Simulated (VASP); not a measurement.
# V2O5 (P2/m) in VASP: single point with r2SCAN

Aim: the single point of V2O5 with r2SCAN.

Program: VASP 6.6.1. These are calculated values, not measurements. Logs are shortened: lines on timing, memory, paths and dates and some standing lists are left out, and cuts for length are marked.

**1. The cell of the first run**

The typed cell holds 7 atoms: a = 3.612 Å, b = 3.604 Å, c = 6.339 Å, α = 90.00°, β = 106.56°, γ = 90.00°.

**2. Single point, r2SCAN**

POSCAR reads:

```
V2O5
1.0
    3.6114807979      0.0000000000     -0.0284142620
    0.0000000000      3.6043972933      0.0000000000
   -1.7588157007      0.0000000000      6.0897046772
V O
2 5
Direct
    0.6454375528      0.0000000000      0.7905443438
    0.3545624472      0.0000000000      0.2094556562
    0.6513220118      0.5000000000      0.8027866342
    0.3486779882      0.5000000000      0.1972133658
    0.1807331212      0.0000000000      0.8615253596
    0.8192668788      0.0000000000      0.1384746404
    0.5000000000      0.0000000000      0.5000000000
```

INCAR.step1 reads:

```
PREC = Accurate ; ENCUT = 520
ISMEAR = 0 ; SIGMA = 0.1
LREAL = False ; LASPH = True
NELM = 100 ; NBANDS = 37
GGA = PE ; ALGO = Normal
EDIFF = 1E-4 ; LWAVE = True
LCHARG = False
```

INCAR.step2 reads:

```
PREC = Accurate ; ENCUT = 520
EDIFF = 1E-7 ; ISMEAR = 0
SIGMA = 0.1 ; LREAL = False
LASPH = True ; NELM = 100
ALGO = Normal ; ISIF = 2
LWAVE = False ; LCHARG = True
METAGGA = R2SCAN ; LMIXTAU = True
LELF = True ; LVHAR = True
NBANDS = 37 ; ISTART = 1
```

KPOINTS reads:

```
regular mesh
0
Gamma
  6 6 4
```

Potentials or basis: VASP PAW PBE potentials, release 64 (V_sv, O).

Run with:

```sh
$ cat potpaw_PBE.64/V_sv/POTCAR potpaw_PBE.64/O/POTCAR > POTCAR
$ cp INCAR.step1 INCAR
$ mpirun -np 1 vasp_std > vasp.out
$ cp INCAR.step2 INCAR
$ mpirun -np 1 vasp_std > vasp.out
```

OUTCAR:

```text
PREC = Accurate
   ENCUT = 520
   EDIFF = 1E-7
   ISMEAR = 0
   LREAL = False
   LASPH = True
   NELM = 100
   ISIF = 2
   METAGGA = R2SCAN
   ISTART = 1

 ion  position               nearest neighbor table
   1  0.645  0.000  0.791-   7 1.77   3 1.80   3 1.80   5 1.86   5 1.86   6 2.11
   2  0.355  0.000  0.209-   7 1.77   4 1.80   4 1.80   6 1.86   6 1.86   5 2.11
   3  0.651  0.500  0.803-   1 1.80   1 1.80
   4  0.349  0.500  0.197-   2 1.80   2 1.80
   5  0.181  0.000  0.862-   1 1.86   1 1.86   2 2.11
   6  0.819  0.000  0.138-   2 1.86   2 1.86   1 2.11
   7  0.500  0.000  0.500-   1 1.77   2 1.77

  LATTYP: Found a simple monoclinic cell.
 ALAT       =     3.6115925745
 B/A-ratio  =     0.9980077262
 C/A-ratio  =     1.7549343090
 COS(beta)  =    -0.2847727649

  Lattice vectors:

 A1 = (   3.6114807979,   0.0000000000,  -0.0284142620)
 A2 = (   0.0000000000,  -3.6043972933,   0.0000000000)
 A3 = (  -1.8526650972,   0.0000000000,  -6.0612904152)

Analysis of symmetry for initial positions (statically):
=====================================================================
 Subroutine PRICEL returns:
 Original cell was already a primitive cell.

 Routine SETGRP: Setting up the symmetry group for a
 simple monoclinic supercell.

 Subroutine GETGRP returns: Found  4 space group operations
 (whereof  4 operations were pure point group operations)
 out of a pool of  4 trial point group operations.

The static configuration has the point symmetry C_2h.

Analysis of symmetry for dynamics (positions and initial velocities):
=====================================================================
 Subroutine PRICEL returns:
 Original cell was already a primitive cell.

 Routine SETGRP: Setting up the symmetry group for a
 simple monoclinic supercell.

 Subroutine GETGRP returns: Found  4 space group operations
 (whereof  4 operations were pure point group operations)
 out of a pool of  4 trial point group operations.

The dynamic configuration has the point symmetry C_2h.

 Subroutine INISYM returns: Found  4 space group operations
 (whereof  4 operations are pure point group operations),
 and found     1 'primitive' translations

----------------------------------------------------------------------------------------

                                     Primitive cell

  volume of cell :      79.0908

  direct lattice vectors                    reciprocal lattice vectors
     3.611480798  0.000000000 -0.028414262     0.277525365  0.000000000  0.080154292
     0.000000000  3.604397293  0.000000000     0.000000000  0.277438894  0.000000000
    -1.758815701  0.000000000  6.089704677     0.001294920  0.000000000  0.164585572

  length of vectors
     3.611592574  3.604397293  6.338606765     0.288868549  0.277438894  0.164590666

  position of ions in fractional coordinates (direct lattice)
     0.645437553  0.000000000  0.790544344
     0.354562447  0.000000000  0.209455656
     0.651322012  0.500000000  0.802786634
     0.348677988  0.500000000  0.197213366
     0.180733121  0.000000000  0.861525360
     0.819266879  0.000000000  0.138474640
     0.500000000  0.000000000  0.500000000

  ion indices of the primitive-cell ions
   primitive index   ion index
                 1           1
                 2           2
                 3           3
                 4           4
                 5           5
                 6           6
                 7           7

----------------------------------------------------------------------------------------

 KPOINTS: regular mesh

Automatic generation of k-mesh.
 Grid dimensions read from file:
 generate k-points for:    6    6    4

 Generating k-lattice:

  Cartesian coordinates                     Fractional coordinates (reciprocal lattice)
     0.046254227  0.000000000  0.013359049     0.166666667  0.000000000  0.000000000
     0.000000000  0.046239816  0.000000000     0.000000000  0.166666667  0.000000000
     0.000323730  0.000000000  0.041146393     0.000000000  0.000000000  0.250000000

  Length of vectors
     0.048144758  0.046239816  0.041147666

  Shift w.r.t. Gamma in fractional coordinates (k-lattice)
     0.000000000  0.000000000  0.000000000

 Subroutine IBZKPT returns following result:
 ===========================================

 Found     56 irreducible k-points:

 Following reciprocal coordinates:
            Coordinates               Weight
  0.000000  0.000000  0.000000      1.000000
  0.166667  0.000000  0.000000      2.000000
  0.333333  0.000000 -0.000000      2.000000
  0.500000  0.000000 -0.000000      1.000000
  0.000000  0.166667  0.000000      2.000000
  0.166667  0.166667  0.000000      4.000000
[... 16 lines left out ...]
  0.000000  0.166667  0.250000      4.000000
  0.166667  0.166667  0.250000      4.000000
 [... further k-points ...]
   k-points           NKPTS =     56   k-points in BZ     NKDIM =     56   number of bands    NBANDS=     37
   number of dos      NEDOS =    301   number of ions     NIONS =      7
   total plane-waves  NPLWV =  37632
   dimension x,y,z NGX =    28 NGY =   28 NGZ =   48
   dimension x,y,z NGXF=    56 NGYF=   56 NGZF=   96
   ions per type =               2   5
   NGX,Y,Z   is equivalent  to a cutoff of  12.89, 12.91, 12.59 a.u.
   NGXF,Y,Z  is equivalent  to a cutoff of  25.78, 25.83, 25.18 a.u.
 SYSTEM =  unknown system
   PREC   = accura    normal or accurate (medium, high low for compatibility)
   ISTART =      1    job   : 0-new  1-cont  2-samecut
   ICHARG =      0    charge: 1-file 2-atom 10-const
   ISPIN  =      1    spin polarized calculation?
   LNONCOLLINEAR =      F non collinear calculations
   LSORBIT =      F    spin-orbit coupling
   LASPH  =      T    aspherical Exc in radial PAW
   ENCUT  =  520.0 eV  38.22 Ry    6.18 a.u.   6.72  6.70 11.79*2*pi/ulx,y,z
   NELM   =    100;   NELMIN=  2; NELMDL=  0     # of ELM steps
   EDIFF  = 0.1E-06   stopping-criterion for ELM
   LREAL  =      F    real-space projection
   EDIFFG = 0.1E-05   stopping-criterion for IOM
   NSW    =      0    number of steps for IOM
   IBRION =     -1    ionic relax: 0-MD 1-quasi-New 2-CG
   NFREE  =      0    steps in history (QN), initial steepest desc. (CG)
   ISIF   =      2    stress and relaxation
   ISYM   =      2    0-nonsym 1-usesym 2-fastsym
   POTIM  = 0.5000    time-step for ionic-motion
   TEBEG  =    0.0;   TEEND  =   0.0 temperature during run
   PSTRESS=    0.0 pullay stress
   NELECT =      56.0000    total number of electrons
   NUPDOWN=      -1.0000    fix difference up-down
   EMIN   =  10.00;   EMAX   =-10.00  energy-range for DOS
   EFERMI =   0.00;   METHOD = LEGACY
   ISMEAR =     0;   SIGMA  =   0.10  broadening in eV -4-tet -1-fermi 0-gaus
   EFERMI_NEDOS =   21; number of points for ismear=-14 and -15
   IALGO  =     38    algorithm
   IMIX   =      4    mixing-type and parameters
     AMIX     =   0.40;   BMIX     =  1.00
     AMIX_MAG =   1.60;   BMIX_MAG =  1.00
  volume/ion in A,a.u.               =      11.30        76.25
  Fermi-wavevector in a.u.,A,eV,Ry     =   1.459135  2.757365 28.967818  2.129075
  Thomas-Fermi vector in A             =   2.575738
   LORBIT       =      0    0 simple, 1 ext, 2 COOP (PROOUT), +10 PAW based schemes
   METAGGA = R2SCAN    functional components
   LHFCALC =     F    Hartree Fock is set to
   AEXX    =    0.0000 exact exchange contribution
   IVDW    =     0    specifies the selected vdW correction
   LEPSILON=     F    determine dielectric tensor
   LRPA    =     F    only Hartree local field effects (RPA)
 non-spin polarized calculation
 Gauss-broadening in eV      SIGMA  =   0.10
  energy-cutoff  :      520.00
  volume of cell :       79.09
 maximum number of plane-waves:      2149
   NGX = 13   NGY = 13   NGZ = 23

 number of electron      56.0000021 magnetization

 Free energy of the ion-electron system (eV)
  ---------------------------------------------------
  ext. energy  EPLUGINS =         0.00000000
  ---------------------------------------------------
  free energy    TOTEN  =       -74.35782996 eV

  energy without entropy =      -74.35412910  energy(sigma->0) =      -74.35597953

 E-fermi :   2.8394     XC(G=0): -11.2116

 val. band max:        2.8014282189   @ k =   0.5000   0.5000  -0.0000
 cond. band min:       2.8700070617   @ k =   0.0000   0.0000   0.5000
 fundamental gap:      0.0685788429
 Fermi energy:         2.8394105808

 k-point     1 :       0.0000    0.0000    0.0000
  band No.  band energies     occupation
      1     -65.5016      2.00000
      2     -65.4900      2.00000
      3     -38.3487      2.00000
      4     -38.2183      2.00000
      5     -38.1796      2.00000
      6     -38.1485      2.00000
[... 29 lines left out ...]
     36       5.8392      0.00000
     37       6.3101      0.00000

 k-point     2 :       0.1667    0.0000    0.0000
  band No.  band energies     occupation
      1     -65.5004      2.00000
      2     -65.4903      2.00000
      3     -38.3435      2.00000
      4     -38.2330      2.00000
      5     -38.1848      2.00000
      6     -38.1626      2.00000
[... 29 lines left out ...]
     36       6.4627      0.00000
     37       6.9824      0.00000

 k-point     3 :       0.3333    0.0000   -0.0000
  band No.  band energies     occupation
      1     -65.4974      2.00000
      2     -65.4914      2.00000
      3     -38.3309      2.00000
      4     -38.2658      2.00000
      5     -38.1964      2.00000
      6     -38.1883      2.00000
[... 29 lines left out ...]
     36       6.8182      0.00000
     37       7.2277      0.00000
[... 761 lines left out ...]
 k-point    23 :       0.0000    0.1667    0.2500
  band No.  band energies     occupation
      1     -65.5005      2.00000
      2     -65.4902      2.00000
      3     -38.3306      2.00000
      4     -38.2351      2.00000
      5     -38.1799      2.00000
      6     -38.1466      2.00000
[... 29 lines left out ...]
     36       6.5331      0.00000
     37       6.9225      0.00000

 k-point    24 :       0.1667    0.1667    0.2500
  band No.  band energies     occupation
      1     -65.4990      2.00000
      2     -65.4907      2.00000
      3     -38.3172      2.00000
      4     -38.2558      2.00000
      5     -38.1885      2.00000
      6     -38.1596      2.00000
[... 29 lines left out ...]
     36       7.3262      0.00000
     37       7.4124      0.00000

 [... further k-points ...]

------------------------ aborting loop because EDIFF is reached ----------------------------------------

  FORCE on cell =-STRESS in cart. coord.  units (eV):
  Direction    XX          YY          ZZ          XY          YZ          ZX
  --------------------------------------------------------------------------------------
  -------------------------------------------------------------------------------------
  Total        0.3393768      0.5745522      0.6079683      0.0000000      0.0000000      0.0050692
  in kB        6.8749019     11.6389510     12.3158770      0.0000000      0.0000000      0.1026891
  external PRESSURE =      10.2765767 kB  Pullay stress =       0.0000000 kB

 VOLUME and BASIS-vectors are now :
 -----------------------------------------------------------------------------
  energy-cutoff  :      520.00
  volume of cell :       79.09
      direct lattice vectors                 reciprocal lattice vectors
     3.611480798  0.000000000 -0.028414262     0.277525365  0.000000000  0.080154292
     0.000000000  3.604397293  0.000000000     0.000000000  0.277438894  0.000000000
    -1.758815701  0.000000000  6.089704677     0.001294920  0.000000000  0.164585572

 POSITION                                       TOTAL-FORCE (eV/Angst)
 -----------------------------------------------------------------------------------
      0.94056      0.00000      4.79584         0.006043      0.000000      0.113650
      0.91210      0.00000      1.26545        -0.006043      0.000000     -0.113650
      0.94028      1.80220      4.87023        -0.002230      0.000000      0.000995
      0.91238      1.80220      1.19106         0.002230     -0.000000     -0.000995
     -0.86255      0.00000      5.24130        -0.006987      0.000000      0.008594
      2.71522      0.00000      0.81999         0.006987      0.000000     -0.008594
      0.92633      0.00000      3.03065         0.000000      0.000000     -0.000000
 -----------------------------------------------------------------------------------
    total drift:                               -0.000000      0.000000     -0.000000

  FREE ENERGIE OF THE ION-ELECTRON SYSTEM (eV)
  ---------------------------------------------------
  free  energy   TOTEN  =       -74.3578299615 eV

  energy  without entropy=      -74.3541291041  energy(sigma->0) =      -74.35597953
```

It took 11 min on 1 thread of Intel Xeon Platinum 8259CL at 2.50GHz (Skylake/Cascade Lake), shared host; peak memory 0.27 GiB.

Results:

```
Free energy            : -74.3578 eV
Pressure               : 1.0 GPa
Largest force          : 0.114 eV/Å
Band gap on the k mesh : 0.07 eV (least direct gap 0.90 eV)
```

Forces on the atoms (eV/Å):
```
V    0.006  0.000  0.114
V   -0.006  0.000 -0.114
O   -0.002  0.000  0.001
O    0.002  0.000 -0.001
O   -0.007  0.000  0.009
O    0.007  0.000 -0.009
O    0.000  0.000  0.000
```

Stress tensor (GPa, compression positive):
```
0.69 0.00 0.01
0.00 1.16 0.00
0.01 0.00 1.23
```

Caveat: the PAW data sets were made with another functional, which shifts forces and pressure a little.
